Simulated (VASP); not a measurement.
Runs of VASP 6.6.1 on Ir. The structure is that of space group Fm-3m (No. 225), or close to it. The cells are those of the table. 

```csv
cell,gap on the mesh (eV),pressure (GPa)
"a = 2.691 Å, angles 60.0°, 1 atom",none,(a)
"a = 2.718 Å, angles 60.0°, 1 atom",none,8.1
"a = 2.745 Å, angles 60.0°, 1 atom",none,(b)
"a = 2.771 Å, angles 60.0°, 1 atom",none,-11.5
"a = 2.663 Å, angles 60.0°, 1 atom",none,36.0
```

Alike in all rows: task single point; level PBE; potentials or basis VASP PAW PBE potentials, release 64 (Ir); no spin polarisation; k mesh 15 × 15 × 15; cutoff (eV) 520; smearing methfessel-paxton 0.05 eV.

Q: Fill in the values left out.

A: (a) 20.8; (b) -2.6.

Caveats: spin-orbit coupling is left out, which moves the levels of the heavy elements.

A k mesh can miss the band edges, and the runs leave out spin-orbit coupling on Ir.

A gap of «none» marks levels without a gap at the run's occupations.
